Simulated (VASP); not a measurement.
# Sr (Cmce) in VASP: relaxation of cell and atoms with PBEsol

Aim: the relaxation of cell and atoms of Sr with PBEsol.

Everything below comes from runs of VASP 6.6.1. Logs are shortened: lines on timing, memory, paths and dates and some standing lists are left out, and cuts for length are marked.

## 1. The cell of the first run

Symmetry: Cmce, No. 64, orthorhombic system. The conventional cell has a = 8.134 Å, b = 5.376 Å, c = 10.965 Å, α = 90.00°, β = 90.00°, γ = 90.00°. Within 4.0 Å of Sr (site symmetry m) lie 3 Sr at 3.03 to 3.97 Å.

## 2. Relaxation of cell and atoms, PBEsol

INCAR reads:

```
SYSTEM = Sr
PREC = Accurate
ENCUT = 600
EDIFF = 1E-6
ISMEAR = 0
SIGMA = 0.1
LREAL = .False.
LASPH = .True.
NELM = 100
ALGO = Normal
ISIF = 3
LWAVE = .False.
LCHARG = .False.
GGA = PS
IBRION = 2
NSW = 90
EDIFFG = -0.04
```

KPOINTS reads:

```
regular mesh
0
Gamma
  4 4 2
  0 0 0
```

POSCAR reads:

```
Sr
1.0
    4.0671279462     -2.6880604413      0.0000000000
    4.0671279462      2.6880604413      0.0000000000
    0.0000000000      0.0000000000     10.9652684531
Sr
4
Direct
    0.8500000000      0.1500000000      0.1170000000
    0.6500000000      0.3500000000      0.6170000000
    0.1500000000      0.8500000000      0.8830000000
    0.3500000000      0.6500000000      0.3830000000
```

Potentials or basis: VASP PAW PBE potentials, release 64 (Sr_sv).

On the command line:

```sh
cat potpaw_PBE.64/Sr_sv/POTCAR > POTCAR
mpirun -np 1 vasp_std > vasp.out
```

OUTCAR:

```text
SYSTEM = Sr
   PREC = Accurate
   ENCUT = 600
   EDIFF = 1E-6
   ISMEAR = 0
   LREAL = .False.
   LASPH = .True.
   NELM = 100
   ISIF = 3
   GGA = PS
   IBRION = 2
   NSW = 90
   EDIFFG = -0.04

 ion  position               nearest neighbor table
   1  0.850  0.150  0.117-   3 3.03   4 3.97   4 3.97   3 4.55   3 4.93   3 4.93   4 5.00   4 5.00

   2  0.650  0.350  0.617-   4 3.03   3 3.97   3 3.97   4 4.55   4 4.93   4 4.93   3 5.00   3 5.00

   3  0.150  0.850  0.883-   1 3.03   2 3.97   2 3.97   1 4.55   1 4.93   1 4.93   2 5.00   2 5.00

   4  0.350  0.650  0.383-   2 3.03   1 3.97   1 3.97   2 4.55   2 4.93   2 4.93   1 5.00   1 5.00

  LATTYP: Found a base centered orthorhombic cell.
 ALAT       =     5.3761208826
 B/A-ratio  =     1.5130344109
 C/A-ratio  =     2.0396246090

  Lattice vectors:

 A1 = (  -4.0671279462,  -2.6880604413,   0.0000000000)
 A2 = (   4.0671279462,  -2.6880604413,   0.0000000000)
 A3 = (   0.0000000000,   0.0000000000,  10.9652684531)

Analysis of symmetry for initial positions (statically):
=====================================================================
 Subroutine PRICEL returns:
 Original cell was already a primitive cell.

 Routine SETGRP: Setting up the symmetry group for a
 base centered orthorhombic supercell.

 Subroutine GETGRP returns: Found  8 space group operations
 (whereof  4 operations were pure point group operations)
 out of a pool of  8 trial point group operations.

The static configuration has the point symmetry C_2h.
 The point group associated with its full space group is D_2h.

Analysis of symmetry for dynamics (positions and initial velocities):
=====================================================================
 Subroutine PRICEL returns:
 Original cell was already a primitive cell.

 Routine SETGRP: Setting up the symmetry group for a
 base centered orthorhombic supercell.

 Subroutine GETGRP returns: Found  8 space group operations
 (whereof  4 operations were pure point group operations)
 out of a pool of  8 trial point group operations.

The dynamic configuration has the point symmetry C_2h.
 The point group associated with its full space group is D_2h.

 Subroutine INISYM returns: Found  8 space group operations
 (whereof  4 operations are pure point group operations),
 and found     1 'primitive' translations

----------------------------------------------------------------------------------------

                                     Primitive cell

  volume of cell :     239.7597

  direct lattice vectors                    reciprocal lattice vectors
     4.067127946 -2.688060441  0.000000000     0.122936875 -0.186007722  0.000000000
     4.067127946  2.688060441  0.000000000     0.122936875  0.186007722  0.000000000
     0.000000000  0.000000000 10.965268453     0.000000000  0.000000000  0.091197038

  length of vectors
     4.875161399  4.875161399 10.965268453     0.222962661  0.222962661  0.091197038

  position of ions in fractional coordinates (direct lattice)
     0.850000000  0.150000000  0.117000000
     0.650000000  0.350000000  0.617000000
     0.150000000  0.850000000  0.883000000
     0.350000000  0.650000000  0.383000000

  ion indices of the primitive-cell ions
   primitive index   ion index
                 1           1
                 2           2
                 3           3
                 4           4

----------------------------------------------------------------------------------------

 KPOINTS: regular mesh

Automatic generation of k-mesh.
 Grid dimensions read from file:
 generate k-points for:    4    4    2

 Generating k-lattice:

  Cartesian coordinates                     Fractional coordinates (reciprocal lattice)
     0.030734219 -0.046501931  0.000000000     0.250000000 -0.000000000  0.000000000
     0.030734219  0.046501931  0.000000000    -0.000000000  0.250000000  0.000000000
     0.000000000  0.000000000  0.045598519     0.000000000  0.000000000  0.500000000

  Length of vectors
     0.055740665  0.055740665  0.045598519

  Shift w.r.t. Gamma in fractional coordinates (k-lattice)
     0.000000000  0.000000000  0.000000000

 Subroutine IBZKPT returns following result:
 ===========================================

 Found     14 irreducible k-points:

 Following reciprocal coordinates:
            Coordinates               Weight
  0.000000  0.000000  0.000000      1.000000
  0.250000  0.000000  0.000000      4.000000
  0.500000  0.000000  0.000000      2.000000
  0.250000  0.250000  0.000000      2.000000
  0.500000  0.250000  0.000000      4.000000
 -0.250000  0.250000  0.000000      2.000000
  0.500000  0.500000  0.000000      1.000000
  0.000000  0.000000  0.500000      1.000000
  0.250000  0.000000  0.500000      4.000000
  0.500000  0.000000  0.500000      2.000000
  0.250000  0.250000  0.500000      2.000000
  0.500000  0.250000  0.500000      4.000000
 -0.250000  0.250000  0.500000      2.000000
  0.500000  0.500000  0.500000      1.000000
   k-points           NKPTS =     14   k-points in BZ     NKDIM =     14   number of bands    NBANDS=     24
   number of dos      NEDOS =    301   number of ions     NIONS =      4
   total plane-waves  NPLWV = 144000
   dimension x,y,z NGX =    40 NGY =   40 NGZ =   90
   dimension x,y,z NGXF=    80 NGYF=   80 NGZF=  180
   ions per type =               4
   NGX,Y,Z   is equivalent  to a cutoff of  13.64, 13.64, 13.65 a.u.
   NGXF,Y,Z  is equivalent  to a cutoff of  27.28, 27.28, 27.29 a.u.
 SYSTEM =  Sr
   PREC   = accura    normal or accurate (medium, high low for compatibility)
   ISTART =      0    job   : 0-new  1-cont  2-samecut
   ICHARG =      2    charge: 1-file 2-atom 10-const
   ISPIN  =      1    spin polarized calculation?
   LNONCOLLINEAR =      F non collinear calculations
   LSORBIT =      F    spin-orbit coupling
   LASPH  =      T    aspherical Exc in radial PAW
   ENCUT  =  600.0 eV  44.10 Ry    6.64 a.u.   9.74  9.74 21.90*2*pi/ulx,y,z
   NELM   =    100;   NELMIN=  2; NELMDL= -5     # of ELM steps
   EDIFF  = 0.1E-05   stopping-criterion for ELM
   LREAL  =      F    real-space projection
   EDIFFG = -.4E-01   stopping-criterion for IOM
   NSW    =     90    number of steps for IOM
   IBRION =      2    ionic relax: 0-MD 1-quasi-New 2-CG
   NFREE  =      1    steps in history (QN), initial steepest desc. (CG)
   ISIF   =      3    stress and relaxation
   ISYM   =      2    0-nonsym 1-usesym 2-fastsym
   POTIM  = 0.5000    time-step for ionic-motion
   TEBEG  =    0.0;   TEEND  =   0.0 temperature during run
   PSTRESS=    0.0 pullay stress
   NELECT =      40.0000    total number of electrons
   NUPDOWN=      -1.0000    fix difference up-down
   EMIN   =  10.00;   EMAX   =-10.00  energy-range for DOS
   EFERMI =   0.00;   METHOD = LEGACY
   ISMEAR =     0;   SIGMA  =   0.10  broadening in eV -4-tet -1-fermi 0-gaus
   EFERMI_NEDOS =   21; number of points for ismear=-14 and -15
   IALGO  =     38    algorithm
   IMIX   =      4    mixing-type and parameters
     AMIX     =   0.40;   BMIX     =  1.00
     AMIX_MAG =   1.60;   BMIX_MAG =  1.00
  volume/ion in A,a.u.               =      59.94       404.49
  Fermi-wavevector in a.u.,A,eV,Ry     =   0.901231  1.703080 11.050887  0.812217
  Thomas-Fermi vector in A             =   2.024286
   LORBIT       =      0    0 simple, 1 ext, 2 COOP (PROOUT), +10 PAW based schemes
   GGA     = PS    functional components
   LHFCALC =     F    Hartree Fock is set to
   AEXX    =    0.0000 exact exchange contribution
   IVDW    =     0    specifies the selected vdW correction
   LEPSILON=     F    determine dielectric tensor
   LRPA    =     F    only Hartree local field effects (RPA)
 conjugate gradient relaxation of ions
 non-spin polarized calculation
 Gauss-broadening in eV      SIGMA  =   0.10
  energy-cutoff  :      600.00
  volume of cell :      239.76
 maximum number of plane-waves:      8030
 NGX is ok and might be reduce to    40
   NGX = 19   NGY = 19   NGZ = 43

--------------------------------------- Ionic step        1  -------------------------------------------

 number of electron      40.0000000 magnetization

 Free energy of the ion-electron system (eV)
  ---------------------------------------------------
  ext. energy  EPLUGINS =         0.00000000
  ---------------------------------------------------
  free energy    TOTEN  =        -4.80385021 eV

  energy without entropy =       -4.76921331  energy(sigma->0) =       -4.78653176

------------------------ aborting loop because EDIFF is reached ----------------------------------------

  FORCE on cell =-STRESS in cart. coord.  units (eV):
  Direction    XX          YY          ZZ          XY          YZ          ZX
  --------------------------------------------------------------------------------------
  -------------------------------------------------------------------------------------
  Total       -7.3614732     -0.2908447      6.0170059      0.0000000      0.0000000      0.0000000
  in kB      -49.1925337     -1.9435496     40.2082241      0.0000000      0.0000000      0.0000000
  external PRESSURE =      -3.6426197 kB  Pullay stress =       0.0000000 kB
[... 95 lines left out ...]
  FREE ENERGIE OF THE ION-ELECTRON SYSTEM (eV)
  ---------------------------------------------------
  free  energy   TOTEN  =        -7.0233083909 eV

  energy  without entropy=       -6.9828328315  energy(sigma->0) =       -7.00307061

[... ionic steps 4 to 18 ...]

--------------------------------------- Ionic step       19  -------------------------------------------

 number of electron      40.0000001 magnetization

------------------------ aborting loop because EDIFF is reached ----------------------------------------

  FORCE on cell =-STRESS in cart. coord.  units (eV):
  Direction    XX          YY          ZZ          XY          YZ          ZX
  --------------------------------------------------------------------------------------
  -------------------------------------------------------------------------------------
  Total       -0.0287075      0.1536327      0.0063127      0.0000000      0.0000000      0.0000000
  in kB       -0.2206599      1.1808960      0.0485225      0.0000000      0.0000000      0.0000000
  external PRESSURE =       0.3362529 kB  Pullay stress =       0.0000000 kB
[... 61 lines left out ...]
  energy  without entropy=       -7.4228806722  energy(sigma->0) =       -7.43555984

--------------------------------------- Ionic step       21  -------------------------------------------

 number of electron      40.0000001 magnetization

 Free energy of the ion-electron system (eV)
  ---------------------------------------------------
  ext. energy  EPLUGINS =         0.00000000
  ---------------------------------------------------
  free energy    TOTEN  =        -7.44954136 eV

  energy without entropy =       -7.42384655  energy(sigma->0) =       -7.43669395

 E-fermi :   1.6974     XC(G=0):  -7.5946

 val. band max:        1.6811184867   @ k =   0.5000   0.5000   0.0000
 cond. band min:       1.7120204999   @ k =   0.2500   0.2500   0.0000
 fundamental gap:      0.0309020132
 Fermi energy:         1.6973931472

 k-point     1 :       0.0000    0.0000    0.0000
  band No.  band energies     occupation
      1     -34.7720      2.00000
      2     -34.7614      2.00000
      3     -34.7605      2.00000
      4     -34.7498      2.00000
      5     -16.8846      2.00000
      6     -16.7799      2.00000
[... 398 lines left out ...]
  FREE ENERGIE OF THE ION-ELECTRON SYSTEM (eV)
  ---------------------------------------------------
  free  energy   TOTEN  =        -7.4495413576 eV

  energy  without entropy=       -7.4238465485  energy(sigma->0) =       -7.43669395

 reached required accuracy - stopping structural energy minimisation
```

Wall time 16 min (1 thread of Intel Xeon Platinum 8488C (Sapphire Rapids), shared host); peak memory 0.43 GiB.

Results:

```
Free energy                           : -7.4495 eV
Relaxed volume                        : 52.22 Å³/atom
Relaxed cell                          : a = 4.149 Å, b = 4.149 Å, c = 12.136 Å, α = 90.00°, β = 90.00°, γ = 89.01°
Space group after relaxing (to 0.1 Å) : Fmmm (No. 69)
Energy gained by relaxing             : 661.4 meV/atom
Ionic steps                           : 21
Pressure after relaxing               : 0.0 GPa
Largest force after relaxing          : 0.039 eV/Å
Band gap on the k mesh                : zero (bands 20 and 21 overlap by 0.02 eV)
```

Forces on the atoms (eV/Å):
```
Sr   0.000  0.025 -0.030
Sr   0.000 -0.025 -0.030
Sr   0.000 -0.025  0.030
Sr   0.000  0.025  0.030
```

Stress tensor (GPa, compression positive):
```
-0.04  0.00  0.00
 0.00  0.06  0.00
 0.00  0.00 -0.01
```

The path:
```csv
step,energy change (eV),largest force (eV/Å),pressure (GPa),volume (Å³)
1,0.0000,1.8369,-0.36,239.76
2,-1.3967,0.9297,-0.67,233.51
3,-2.2195,0.3556,-0.58,223.19
4,-1.6848,0.3530,1.97,191.84
5,-2.3358,0.2545,-0.02,212.74
6,-2.3509,0.2517,-0.20,215.61
7,-2.3500,0.2532,-0.24,216.31
8,-2.3717,0.2584,-0.09,212.87
9,-2.4154,0.2665,0.45,202.74
10,-2.3727,0.2548,2.00,183.31
11,-2.4222,0.2675,0.82,197.16
12,-2.4342,0.2606,0.80,197.26
13,-2.4681,0.2411,0.76,197.57
14,-2.5245,0.2144,0.69,198.14
15,-2.5789,0.2592,0.66,199.15
16,-2.6115,0.1944,0.17,206.24
17,-2.6208,0.1445,-0.21,212.79
18,-2.6307,0.1074,-0.16,211.71
19,-2.6444,0.0412,0.03,208.44
20,-2.6444,0.0446,0.04,208.27
21,-2.6457,0.0389,0.00,208.90
```

Final structure:
```yaml
crystal:
  lattice:
    - [2.95926, -2.90843, 0.00000]
    - [2.95926, 2.90843, 0.00000]
    - [0.00000, 0.00000, 12.13560]
  atoms:
    - { symbol: Sr, position: [0.75452, 0.24548, 0.12571] }
    - { symbol: Sr, position: [0.74548, 0.25452, 0.62571] }
    - { symbol: Sr, position: [0.24548, 0.75452, 0.87429] }
    - { symbol: Sr, position: [0.25452, 0.74548, 0.37429] }
```

Caveat: the PAW data sets were made with another functional, which shifts forces and pressure a little.
